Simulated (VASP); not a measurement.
Write the native input for VASP 6.6.1 that does the following.

- Task: single point
- Functional: PBE
- Potentials or basis: VASP PAW PBE potentials, release 64 (Te)
- Cutoff: 520 eV
- k mesh: 12 × 12 × 12
- Occupations: fermi-dirac, width 0.08 eV
- Spin: no spin polarisation
- Dipole correction: no
- Further INCAR settings: ALGO = Normal; EDIFF = 1e-07; NBANDS = 9

The structure of Te lies in POSCAR:

```
Te
1.0
    3.0216412188      0.0000000000      0.0000000000
    0.0000000000      3.0216412188      0.0000000000
    0.0000000000      0.0000000000      3.0216412188
Te
1
Direct
    0.0000000000      0.0000000000      0.0000000000
```

This cell differs from its parent crystal: volume scaled by 0.84.

One way to write it, as run:

INCAR

```
SYSTEM = Te
ALGO = Normal ; EDIFF = 1E-7
ENCUT = 520 ; GGA = PE
ISIF = 2 ; ISMEAR = -1
LASPH = .True. ; LCHARG = .False.
LREAL = .False. ; LWAVE = .False.
NBANDS = 9 ; NELM = 60
PREC = Accurate ; SIGMA = 0.08
```

KPOINTS

```
k-points
0
Gamma
  12 12 12
  0 0 0
```

Potentials or basis: VASP PAW PBE potentials, release 64 (Te).

Run with:

```bash
$ cat potpaw_PBE.64/Te/POTCAR > POTCAR
$ mpirun -np 1 vasp_std > vasp.out
```

Results of the run:

```
Pressure               : 13.3 GPa
Band gap on the k mesh : zero (band 3 reaches 12.08 eV, above the bottom of band 4 at 5.24 eV)
```

Caveat: spin-orbit coupling is left out, which moves the levels of the heavy elements.

Wall time 11 s on 1 thread of Intel(R) Xeon(R) Platinum 8488C (Sapphire Rapids), on a shared host, peak memory 0.15 GiB.
